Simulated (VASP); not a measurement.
Set up this calculation in VASP 6.6.1, as the native input.

* Task: single point
* Functional: LDA
* Potentials or basis: VASP PAW LDA potentials, release 64 (Ni)
* Cutoff: 520 eV
* k mesh: 14 × 14 × 14
* Occupations: methfessel-paxton, width 0.1 eV
* Spin: collinear spin, ferromagnetic start
* Starting moments: [1.0] μB
* Dipole correction: no
* Further INCAR settings: ALGO = Normal; EDIFF = 1e-07; NBANDS = 15

The structure of Ni lies in POSCAR:

```
Ni
1.0
   -1.3837150000      1.3837150000      1.3837150000
    1.3837150000     -1.3837150000      1.3837150000
    1.3837150000      1.3837150000     -1.3837150000
Ni
1
Direct
    0.0000000000      0.0000000000      0.0000000000
```

These files were run (other wordings do the same):

INCAR

```
SYSTEM = Ni
  ALGO = Normal
  EDIFF = 1E-7
  ENCUT = 520
  ISIF = 2
  ISMEAR = 1
  ISPIN = 2
  LASPH = .TRUE.
  LCHARG = .FALSE.
  LMAXMIX = 4
  LORBIT = 11
  LREAL = .FALSE.
  LWAVE = .FALSE.
  MAGMOM = 1
  NBANDS = 15
  NELM = 150
  PREC = Accurate
  SIGMA = 0.1
```

KPOINTS

```
k-points
0
G
  14 14 14
  0 0 0
```

Potentials or basis: VASP PAW LDA potentials, release 64 (Ni).

The run is started by

```console
$ cat potpaw_LDA.64/Ni/POTCAR > POTCAR
$ mpirun -np 1 vasp_std > vasp.out
```

Results of the run:

The pressure is -10.6 GPa and the net moment is 0.51 μB per cell. The site moments are Ni +0.51 μB and the valence electrons inside the program's atomic spheres are Ni 9.37.

It took 33 s on 1 thread of AMD EPYC 7R13 Processor (Zen 3), with other jobs on the host, peak memory 0.1 GiB.
